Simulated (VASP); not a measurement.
# Sb (R-3m) in VASP: single point with PBE

Aim: the single point of Sb with PBE.

Program: VASP 6.6.1. These are calculated values, not measurements. Logs are shortened: lines on timing, memory, paths and dates and some standing lists are left out, and cuts for length are marked.

**1. The cell of the first run**

The structure is trigonal, space group R-3m (No. 166). The conventional cell has a = 4.003 Å, b = 4.003 Å, c = 5.198 Å, α = 90.00°, β = 90.00°, γ = 120.00°. Sb (site symmetry -3m) has 6 Sb at 2.89 Å within 3.8 Å.

**2. Single point, PBE**

Contents of INCAR:

```
PREC     = Accurate       # precision mode
ENCUT    = 520            # plane-wave cutoff, eV
EDIFF    = 1E-6           # SCF threshold, eV
ISMEAR   = -1             # smearing method
SIGMA    = 0.05           # smearing width, eV
LREAL    = F              # projectors in reciprocal space
LASPH    = T              # aspherical terms in the spheres
NELM     = 80             # most SCF steps
ALGO     = Normal         # electronic algorithm
ISIF     = 2              # what is computed and relaxed
LWAVE    = F              # write WAVECAR
LCHARG   = F              # write CHGCAR
GGA      = PE             # functional
NBANDS   = 12             # bands
```

Contents of KPOINTS:

```
Automatic mesh
0
Gamma
  8 8 8
```

Contents of POSCAR:

```
Sb
1.0
    2.0014243840      1.1555229069      3.4654327792
   -2.0014243840      1.1555229069      3.4654327792
    0.0000000000     -2.3110458138      3.4654327792
Sb
2
Direct
    0.7500000348      0.7500000348      0.7500000348
    0.2499999652      0.2499999652      0.2499999652
```

Potentials or basis: VASP PAW PBE potentials, release 64 (Sb).

The run is started by

```bash
$ cat potpaw_PBE.64/Sb/POTCAR > POTCAR
$ mpirun -np 1 vasp_std > vasp.out
```

OUTCAR:

```text
PREC = Accurate
   ENCUT = 520
   EDIFF = 1E-6
   ISMEAR = -1
   LREAL = F
   LASPH = T
   NELM = 80
   ISIF = 2
   GGA = PE

 ion  position               nearest neighbor table
   1  0.750  0.750  0.750-   2 2.89   2 2.89   2 2.89   2 2.89   2 2.89   2 2.89
   2  0.250  0.250  0.250-   1 2.89   1 2.89   1 2.89   1 2.89   1 2.89   1 2.89

  LATTYP: Found a trigonal (rhomboedric) cell.
 ALAT       =     4.1653519780
 COS(alpha) =     0.5382520698

  Lattice vectors:

 A1 = (   2.0014243840,   1.1555229069,   3.4654327792)
 A2 = (  -2.0014243840,   1.1555229069,   3.4654327792)
 A3 = (   0.0000000000,  -2.3110458138,   3.4654327792)

Analysis of symmetry for initial positions (statically):
=====================================================================
 Subroutine PRICEL returns following result:

  LATTYP: Found a trigonal (rhomboedric) cell.
 ALAT       =     2.8884669546
 COS(alpha) =     0.0397734880

  Lattice vectors:

 A1 = (   0.0000000000,   2.3110458138,   1.7327171132)
 A2 = (  -2.0014243840,  -1.1555229069,   1.7327156660)
 A3 = (   2.0014243840,  -1.1555229069,   1.7327171132)

   2 primitive cells build up your supercell.

 Routine SETGRP: Setting up the symmetry group for a
 trigonal (rhombohedral) supercell.

 Subroutine GETGRP returns: Found 12 space group operations
 (whereof 12 operations were pure point group operations)
 out of a pool of 12 trial point group operations.

The static configuration has the point symmetry D_3d.

Analysis of symmetry for dynamics (positions and initial velocities):
=====================================================================
 Subroutine PRICEL returns following result:

  LATTYP: Found a trigonal (rhomboedric) cell.
 ALAT       =     2.8884669546
 COS(alpha) =     0.0397734880

  Lattice vectors:

 A1 = (   0.0000000000,   2.3110458138,   1.7327171132)
 A2 = (  -2.0014243840,  -1.1555229069,   1.7327156660)
 A3 = (   2.0014243840,  -1.1555229069,   1.7327171132)

   2 primitive cells build up your supercell.

 Routine SETGRP: Setting up the symmetry group for a
 trigonal (rhombohedral) supercell.

 Subroutine GETGRP returns: Found 12 space group operations
 (whereof 12 operations were pure point group operations)
 out of a pool of 12 trial point group operations.

The dynamic configuration has the point symmetry D_3d.

 Subroutine INISYM returns: Found 12 space group operations
 (whereof 12 operations are pure point group operations),
 and found     2 'primitive' translations

----------------------------------------------------------------------------------------

                                     Primitive cell

  volume of cell :      24.0434

  direct lattice vectors                    reciprocal lattice vectors
     0.000000000  2.311045814  1.732717113    -0.000000070  0.288469649  0.192376138
    -2.001424384 -1.155522907  1.732715666    -0.249822148 -0.144234885  0.192376138
     2.001424384 -1.155522907  1.732717113     0.249822009 -0.144234885  0.192376138

  length of vectors
     2.888466955  2.888466086  2.888466955     0.346732341  0.346732442  0.346732341

  position of ions in fractional coordinates (direct lattice)
     0.499999861  0.499999861  0.499999861

  ion indices of the primitive-cell ions
   primitive index   ion index
                 1           1

----------------------------------------------------------------------------------------

 KPOINTS: Automatic mesh

Automatic generation of k-mesh.
 Grid dimensions read from file:
 generate k-points for:    8    8    8

 Generating k-lattice:

  Cartesian coordinates                     Fractional coordinates (reciprocal lattice)
     0.031227760  0.018029356  0.012023510     0.125000000 -0.000000000  0.000000000
    -0.031227760  0.018029356  0.012023510    -0.000000000  0.125000000  0.000000000
     0.000000000 -0.036058711  0.012023510     0.000000000  0.000000000  0.125000000

  Length of vectors
     0.038010465  0.038010465  0.038010465

  Shift w.r.t. Gamma in fractional coordinates (k-lattice)
     0.000000000  0.000000000  0.000000000

 Subroutine IBZKPT returns following result:
 ===========================================

 Found     65 irreducible k-points:

 Following reciprocal coordinates:
            Coordinates               Weight
  0.000000  0.000000  0.000000      1.000000
  0.125000  0.000000 -0.000000      6.000000
  0.250000  0.000000 -0.000000      6.000000
  0.375000  0.000000  0.000000      6.000000
  0.500000  0.000000 -0.000000      3.000000
  0.125000  0.125000 -0.000000      6.000000
[... 16 lines left out ...]
  0.250000  0.125000  0.125000      6.000000
  0.375000  0.125000  0.125000      6.000000
 [... further k-points ...]
   k-points           NKPTS =     65   k-points in BZ     NKDIM =     65   number of bands    NBANDS=     12
   number of dos      NEDOS =    301   number of ions     NIONS =      2
   total plane-waves  NPLWV =  32768
   dimension x,y,z NGX =    32 NGY =   32 NGZ =   32
   dimension x,y,z NGXF=    64 NGYF=   64 NGZF=   64
   ions per type =               2
   NGX,Y,Z   is equivalent  to a cutoff of  12.77, 12.77, 12.77 a.u.
   NGXF,Y,Z  is equivalent  to a cutoff of  25.54, 25.54, 25.54 a.u.
 SYSTEM =  unknown system
   PREC   = accura    normal or accurate (medium, high low for compatibility)
   ISTART =      0    job   : 0-new  1-cont  2-samecut
   ICHARG =      2    charge: 1-file 2-atom 10-const
   ISPIN  =      1    spin polarized calculation?
   LNONCOLLINEAR =      F non collinear calculations
   LSORBIT =      F    spin-orbit coupling
   LASPH  =      T    aspherical Exc in radial PAW
   ENCUT  =  520.0 eV  38.22 Ry    6.18 a.u.   7.74  7.74  7.74*2*pi/ulx,y,z
   NELM   =     80;   NELMIN=  2; NELMDL= -5     # of ELM steps
   EDIFF  = 0.1E-05   stopping-criterion for ELM
   LREAL  =      F    real-space projection
   EDIFFG = 0.1E-04   stopping-criterion for IOM
   NSW    =      0    number of steps for IOM
   IBRION =     -1    ionic relax: 0-MD 1-quasi-New 2-CG
   NFREE  =      0    steps in history (QN), initial steepest desc. (CG)
   ISIF   =      2    stress and relaxation
   ISYM   =      2    0-nonsym 1-usesym 2-fastsym
   POTIM  = 0.5000    time-step for ionic-motion
   TEBEG  =    0.0;   TEEND  =   0.0 temperature during run
   PSTRESS=    0.0 pullay stress
   NELECT =      10.0000    total number of electrons
   NUPDOWN=      -1.0000    fix difference up-down
   EMIN   =  10.00;   EMAX   =-10.00  energy-range for DOS
   EFERMI =   0.00;   METHOD = LEGACY
   ISMEAR =    -1;   SIGMA  =   0.05  broadening in eV -4-tet -1-fermi 0-gaus
   EFERMI_NEDOS =   21; number of points for ismear=-14 and -15
   IALGO  =     38    algorithm
   IMIX   =      4    mixing-type and parameters
     AMIX     =   0.40;   BMIX     =  1.00
     AMIX_MAG =   1.60;   BMIX_MAG =  1.00
  volume/ion in A,a.u.               =      24.04       162.25
  Fermi-wavevector in a.u.,A,eV,Ry     =   0.969913  1.832869 12.799419  0.940731
  Thomas-Fermi vector in A             =   2.100005
   LORBIT       =      0    0 simple, 1 ext, 2 COOP (PROOUT), +10 PAW based schemes
   GGA     = PE    functional components
   LHFCALC =     F    Hartree Fock is set to
   AEXX    =    0.0000 exact exchange contribution
   IVDW    =     0    specifies the selected vdW correction
   LEPSILON=     F    determine dielectric tensor
   LRPA    =     F    only Hartree local field effects (RPA)
 non-spin polarized calculation
  energy-cutoff  :      520.00
  volume of cell :       48.09
 maximum number of plane-waves:      1314
   NGX = 15   NGY = 15   NGZ = 15

 number of electron      10.0000001 magnetization

 Free energy of the ion-electron system (eV)
  ---------------------------------------------------
  ext. energy  EPLUGINS =         0.00000000
  ---------------------------------------------------
  free energy    TOTEN  =        -7.55579335 eV

  energy without entropy =       -7.54860074  energy(sigma->0) =       -7.55219705

 E-fermi :  10.1683     XC(G=0): -10.5784

 val. band max:       10.1544230921   @ k =  -0.2500   0.1250   0.0000
 cond. band min:      10.1935263800   @ k =  -0.1250   0.1250   0.0000
 fundamental gap:      0.0391032878
 Fermi energy:        10.1683485469

 k-point     1 :       0.0000    0.0000    0.0000
  band No.  band energies     occupation
      1      -4.1207      2.00000
      2       7.0333      2.00000
      3       7.4919      2.00000
      4       8.3716      2.00000
      5       8.3716      2.00000
      6      13.8902      0.00000
      7      13.8902      0.00000
      8      14.1465      0.00000
      9      14.1770      0.00000
     10      14.9422      0.00000
     11      14.9422      0.00000
     12      16.4725      0.00000

 k-point     2 :       0.1250    0.0000   -0.0000
  band No.  band energies     occupation
      1      -3.9050      2.00000
      2       5.4215      2.00000
      3       7.6469      2.00000
      4       8.3714      2.00000
      5       9.2903      2.00000
      6      12.9642      0.00000
      7      13.0117      0.00000
      8      13.3590      0.00000
      9      14.5628      0.00000
     10      14.6635      0.00000
     11      15.3564      0.00000
     12      18.0942      0.00000

 k-point     3 :       0.2500    0.0000   -0.0000
  band No.  band energies     occupation
      1      -3.2600      2.00000
      2       3.2151      2.00000
      3       7.8202      2.00000
      4       8.4442      2.00000
      5       9.9381      1.98021
      6      11.4154      0.00000
      7      11.5050      0.00000
      8      12.2326      0.00000
      9      15.0931      0.00000
     10      16.0290      0.00000
     11      16.5179      0.00000
     12      20.8041      0.00000
[... 286 lines left out ...]
 k-point    23 :       0.2500    0.1250    0.1250
  band No.  band energies     occupation
      1      -3.5788      2.00000
      2       3.9670      2.00000
      3       6.9596      2.00000
      4       9.0682      2.00000
      5      10.5392      0.00120
      6      11.3399      0.00000
      7      11.9429      0.00000
      8      14.3757      0.00000
      9      14.5181      0.00000
     10      15.3778      0.00000
     11      16.3362      0.00000
     12      18.2767      0.00000

 k-point    24 :       0.3750    0.1250    0.1250
  band No.  band energies     occupation
      1      -2.8070      2.00000
      2       2.4064      2.00000
      3       6.1216      2.00000
      4       9.6862      1.99987
      5       9.8003      1.99873
      6      10.5864      0.00047
      7      11.2757      0.00000
      8      13.8890      0.00000
      9      15.5437      0.00000
     10      16.3185      0.00000
     11      17.8166      0.00000
     12      20.1286      0.00000

 [... further k-points ...]
[... 5 lines left out ...]
  --------------------------------------------------------------------------------------
  -------------------------------------------------------------------------------------
  Total        6.0709543      6.0709543      6.0918975      0.0000000     -0.0000000     -0.0000000
  in kB      202.2744701    202.2744701    202.9722641      0.0000000     -0.0000000     -0.0000000
  external PRESSURE =     202.5070681 kB  Pullay stress =       0.0000000 kB

 VOLUME and BASIS-vectors are now :
 -----------------------------------------------------------------------------
  energy-cutoff  :      520.00
  volume of cell :       48.09
      direct lattice vectors                 reciprocal lattice vectors
     2.001424384  1.155522907  3.465432779     0.249822079  0.144234844  0.096188082
    -2.001424384  1.155522907  3.465432779    -0.249822079  0.144234844  0.096188082
     0.000000000 -2.311045814  3.465432779     0.000000000 -0.288469689  0.096188082

 POSITION                                       TOTAL-FORCE (eV/Angst)
 -----------------------------------------------------------------------------------
      0.00000      0.00000      7.79722         0.000000      0.000000     -0.000000
      0.00000      0.00000      2.59907         0.000000     -0.000000      0.000000
 -----------------------------------------------------------------------------------
    total drift:                                0.000000     -0.000000      0.000000

  FREE ENERGIE OF THE ION-ELECTRON SYSTEM (eV)
  ---------------------------------------------------
  free  energy   TOTEN  =        -7.5557933545 eV

  energy  without entropy=       -7.5486007433  energy(sigma->0) =       -7.55219705
```

Run time: 12 s. Hardware: 1 thread of Intel Xeon Platinum 8559C (Emerald Rapids), shared host; peak memory 0.18 GiB.

What came out:

```
Free energy            : -7.5558 eV
Pressure               : 20.3 GPa
Band gap on the k mesh : zero (band 5 reaches 10.54 eV, above the bottom of band 6 at 9.31 eV)
```

Levels at points of the mesh, in eV from the Fermi level:
```csv
k point,band 2,band 3,band 4,band 5,band 6,band 7,band 8,band 9
"(0.00, 0.00, 0.00)",-3.14,-2.68,-1.80,-1.80,3.72,3.72,3.98,4.01
"(0.50, 0.00, 0.00)",-10.89,-1.22,-1.22,-0.86,-0.86,0.42,0.42,8.61
"(0.50, 0.50, 0.00)",-7.36,-7.24,-4.89,-4.33,1.31,6.46,6.61,9.46
"(0.50, 0.50, 0.50)",-11.18,-0.57,-0.57,-0.57,-0.57,1.05,1.05,9.29
```

Caveat: spin-orbit coupling is left out, which moves the levels of the heavy elements.
